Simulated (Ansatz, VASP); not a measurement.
**One calculation of SrO, two programs**

```
CELL_PARAMETERS angstrom
0.00000 2.54410 2.56980
2.54410 0.00000 2.56980
2.54410 2.54410 0.00000
ATOMIC_POSITIONS crystal
Sr 0.00000 0.00000 0.00000
O 0.50000 0.50000 0.50000
```

Change from the starting cell: equal xx and yy strain of -1 %, crystal datasets.

Alike in both runs: task electric field gradients; functional PBEsol; k mesh 8 × 8 × 8; occupations fermi-dirac, width 0.03 eV; no spin polarisation.

|  | VASP | Ansatz |
| --- | --- | --- |
| version | VASP 6.6.1 | Ansatz 0.2.0 |
| potentials or method | VASP PAW PBE potentials, release 64 (Sr_sv, O), cutoff 520 eV | all-electron PAW with datasets made for the crystal, scalar-relativistic |

|  | VASP | Ansatz | Ansatz less VASP |
| --- | --- | --- | --- |
| gap on the k mesh at the Fermi level (eV) | 3.11 | 3.16 | +0.049 |
| pressure (GPa) | 1.7 | 1.0 | -0.67 |
| traceless stress, the component that is largest in VASP (GPa) | -1.00 | -0.94 | +0.054 |
| size of Vzz on the site where it differs most (V/Å²) | 3.5 | 3.4 | -0.15 |

VASP's potentials were made for PBE, not for PBEsol. Ansatz ran all-electron here, and VASP with PAW potentials.
